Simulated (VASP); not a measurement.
## Ca7F16 (a cell with a defect): relaxation of the atoms with PBE

The system is Ca7F16 (a cell with a defect).

```
CELL_PARAMETERS angstrom
0.00000 5.51044 -5.51044
-5.51044 0.00000 -5.51044
-5.51044 5.51044 0.00000
ATOMIC_POSITIONS crystal
Ca 0.00000 0.00000 0.50000
Ca 0.50000 0.50000 0.50000
Ca 0.00000 0.50000 0.50000
Ca 0.50000 0.00000 0.00000
Ca 0.00000 0.00000 0.00000
Ca 0.50000 0.50000 0.00000
Ca 0.00000 0.50000 0.00000
F 0.62500 0.12500 0.12500
F 0.12500 0.12500 0.12500
F 0.62500 0.62500 0.12500
F 0.12500 0.62500 0.12500
F 0.62500 0.12500 0.62500
F 0.12500 0.12500 0.62500
F 0.62500 0.62500 0.62500
F 0.12500 0.62500 0.62500
F 0.87500 0.37500 0.37500
F 0.37500 0.37500 0.37500
F 0.87500 0.87500 0.37500
F 0.37500 0.87500 0.37500
F 0.87500 0.37500 0.87500
F 0.37500 0.37500 0.87500
F 0.87500 0.87500 0.87500
F 0.37500 0.87500 0.87500
```

This cell differs from its parent crystal: atoms taken out.

```
Program                : VASP 6.6.1
Task                   : relaxation of the atoms
Functional             : PBE
Potentials or basis    : VASP PAW PBE potentials, release 64 (Ca_sv, F)
Cutoff                 : 520 eV
k mesh                 : 4 × 4 × 4
Occupations            : gaussian, width 0.05 eV
Spin                   : no spin polarisation
Dipole correction      : no
Charge                 : -2
Further INCAR settings : ALGO = Normal; EDIFF = 1e-07; IBRION = 2; EDIFFG = -0.02; NSW = 70; NELECT = 184.0
```

```json
{
  "Energy gained by relaxing": "48.7 meV/atom",
  "Ionic steps": "6",
  "Largest force after relaxing": "0.011 eV/Å"
}
```

Forces on the atoms (eV/Å):
```
Ca   0.000  0.000  0.000
Ca   0.000  0.000  0.000
Ca   0.000  0.000  0.000
Ca   0.000  0.000  0.000
Ca   0.000  0.000  0.000
Ca   0.000  0.000  0.000
Ca   0.000  0.000  0.000
F   -0.007  0.007  0.007
F    0.004  0.004  0.004
F   -0.004 -0.004  0.004
F   -0.004  0.004 -0.004
F    0.007 -0.007  0.007
F    0.007  0.007 -0.007
F   -0.007 -0.007 -0.007
F    0.004 -0.004 -0.004
F   -0.004  0.004  0.004
F    0.007  0.007  0.007
F   -0.007 -0.007  0.007
F   -0.007  0.007 -0.007
F    0.004 -0.004  0.004
F    0.004  0.004 -0.004
F   -0.004 -0.004 -0.004
F    0.007 -0.007 -0.007
```

The path:
```csv
step,energy change (eV),largest force (eV/Å),pressure (GPa)
1,0.0000,1.1274,4.40
2,-0.4772,0.8359,4.95
3,-1.1132,0.0874,6.84
4,-1.1189,0.0407,7.05
5,-1.1188,0.0510,7.11
6,-1.1195,0.0113,7.11
```

Final structure:
```cif
data_structure
_symmetry_space_group_name_H-M 'P 1'
_symmetry_Int_Tables_number 1
_cell_length_a 7.7929
_cell_length_b 7.7929
_cell_length_c 7.7929
_cell_angle_alpha 60.000
_cell_angle_beta 60.000
_cell_angle_gamma 60.000
_cell_volume 334.65
loop_
_atom_site_label
_atom_site_type_symbol
_atom_site_fract_x
_atom_site_fract_y
_atom_site_fract_z
_atom_site_occupancy
Ca1 Ca 0.00000 0.00000 0.50000 1
Ca2 Ca 0.50000 0.50000 0.50000 1
Ca3 Ca 0.00000 0.50000 0.50000 1
Ca4 Ca 0.50000 0.00000 0.00000 1
Ca5 Ca 0.00000 0.00000 0.00000 1
Ca6 Ca 0.50000 0.50000 0.00000 1
Ca7 Ca 0.00000 0.50000 0.00000 1
F1 F 0.63730 0.13730 0.08810 1
F2 F 0.12102 0.13695 0.12102 1
F3 F 0.63695 0.62102 0.12102 1
F4 F 0.12102 0.62102 0.12102 1
F5 F 0.63730 0.13730 0.63730 1
F6 F 0.08810 0.13730 0.63730 1
F7 F 0.63730 0.58810 0.63730 1
F8 F 0.12102 0.62102 0.63695 1
F9 F 0.87898 0.37898 0.36305 1
F10 F 0.36270 0.41190 0.36270 1
F11 F 0.91190 0.86270 0.36270 1
F12 F 0.36270 0.86270 0.36270 1
F13 F 0.87898 0.37898 0.87898 1
F14 F 0.36305 0.37898 0.87898 1
F15 F 0.87898 0.86305 0.87898 1
F16 F 0.36270 0.86270 0.91190 1
```

Levels at points of the mesh, in eV from the Fermi level:
```
           k point  band 90  band 91  band 92  band 93  band 94  band 95
(0.00, 0.00, 0.00)    -0.48    -0.48    -0.30     6.66     7.54     7.54
(0.50, 0.00, 0.00)    -0.60    -0.56    -0.51     7.74     7.85     7.85
(0.50, 0.50, 0.00)    -0.47    -0.47    -0.35     7.73     7.93     8.00
```

It took 18 min on 4 MPI ranks on Intel(R) Xeon(R) Platinum 8488C (Sapphire Rapids), on a shared host, peak memory 0.66 GiB a rank.

Caveat: the cell carries a net charge on a neutralising background, which shifts energy and pressure; the cell differs from its parent crystal (atoms taken out); the cell is charged against a uniform background, so pressure and absolute levels hang on convention.
